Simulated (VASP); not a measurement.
Wanted: the native input for a VASP 6.6.1 run.

* Task: single point
* Functional: LDA
* Potentials or basis: VASP PAW LDA potentials, release 64 (Y_sv, Tl_d, O)
* Cutoff: 520 eV
* k mesh: 9 × 9 × 9
* Occupations: gaussian, width 0.05 eV
* Spin: no spin polarisation
* Dipole correction: no
* Further INCAR settings: ALGO = Normal; EDIFF = 1e-06; NBANDS = 26

The structure of YTlO2 lies in POSCAR:

```
YTlO2
1.0
    1.7562310296      1.0139604577      6.5005652869
   -1.7562310296      1.0139604577      6.5005652869
    0.0000000000     -2.0279209154      6.5005652869
Y Tl O
1 1 2
Direct
    0.5000000000      0.5000000000      0.5000000000
    0.0000000000      0.0000000000      0.0000000000
    0.7756830000      0.7756830000      0.7756830000
    0.2243170000      0.2243170000      0.2243170000
```

The input as run:

INCAR

```
SYSTEM = YTlO2
ALGO = Normal ; EDIFF = 1E-6
ENCUT = 520 ; ISIF = 2
ISMEAR = 0 ; LASPH = .TRUE.
LCHARG = .TRUE. ; LELF = .TRUE.
LREAL = .FALSE. ; LVHAR = .TRUE.
LWAVE = .FALSE. ; NBANDS = 26
NELM = 60 ; PREC = Accurate
SIGMA = 0.05
```

KPOINTS

```
k-points
0
G
  9 9 9
  0 0 0
```

Potentials or basis: VASP PAW LDA potentials, release 64 (Y_sv, Tl_d, O).

Run with:

```bash
$ cat potpaw_LDA.64/Y_sv/POTCAR potpaw_LDA.64/Tl_d/POTCAR potpaw_LDA.64/O/POTCAR > POTCAR
$ mpirun -np 1 vasp_std > vasp.out
```

Results of the run:

```yaml
Pressure: -8.1 GPa
Largest_force: 0.358 eV/Å
Band_gap_on_the_k_mesh: 1.62 eV, indirect (least direct gap 1.93 eV)
```

Caveat: spin-orbit coupling is left out, which moves the levels of the heavy elements.

It took 8.3 min on 1 thread of AMD EPYC 7R13 Processor (Zen 3), with other jobs on the host, peak memory 0.41 GiB.
